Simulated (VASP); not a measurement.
Wanted: the native input for a VASP 6.6.1 run.

```yaml
Task: single point
Functional: PBE
Potentials_or_basis: VASP PAW PBE potentials, release 64 (Si, O)
Cutoff: 520 eV
k_mesh: 8 × 8 × 8
Occupations: gaussian, width 0.01 eV
Spin: no spin polarisation
Dipole_correction: no
Further_INCAR_settings: ALGO = Normal; EDIFF = 1e-06; NBANDS = 25
```

The structure of SiO2 lies in POSCAR:

```
SiO2
1.0
   -1.7808734424      1.7808734424      4.3021750540
    1.7808734424     -1.7808734424      4.3021750540
    1.7808734424      1.7808734424     -4.3021750540
Si O
2 4
Direct
    0.7500000000      0.2500000000      0.5000000000
    0.0000000000      0.0000000000      0.0000000000
    0.5421687974      0.0421687974      0.5000000000
    0.7921687974      0.7921687974      0.0000000000
    0.2078312026      0.2078312026      0.0000000000
    0.9578312026      0.4578312026      0.5000000000
```

One way to write it, as run:

INCAR

```
PREC     = Accurate       # precision mode
ENCUT    = 520            # plane-wave cutoff, eV
EDIFF    = 1E-6           # SCF threshold, eV
ISMEAR   = 0              # smearing method
SIGMA    = 0.01           # smearing width, eV
LREAL    = False          # projectors in reciprocal space
LASPH    = True           # aspherical terms in the spheres
NELM     = 60             # most SCF steps
ALGO     = Normal         # electronic algorithm
ISIF     = 2              # what is computed and relaxed
LWAVE    = False          # write WAVECAR
LCHARG   = True           # write CHGCAR
GGA      = PE             # functional
LELF     = True           # ELF
LVHAR    = True         
NBANDS   = 25             # bands
```

KPOINTS

```
regular mesh
0
Gamma
  8 8 8
```

Potentials or basis: VASP PAW PBE potentials, release 64 (Si, O).

Command:

```console
$ cat potpaw_PBE.64/Si/POTCAR potpaw_PBE.64/O/POTCAR > POTCAR
$ mpirun -np 1 vasp_std > vasp.out
```

It gave:

- Pressure: -7.3 GPa
- Largest force: 0.260 eV/Å
- Band gap on the k mesh: 5.31 eV (least direct gap 5.91 eV)

Caveat: the cell stands under tension.

Run time: 2.7 min on 1 thread of Intel Xeon 8259CL, with other jobs on the host, peak memory 0.25 GiB.
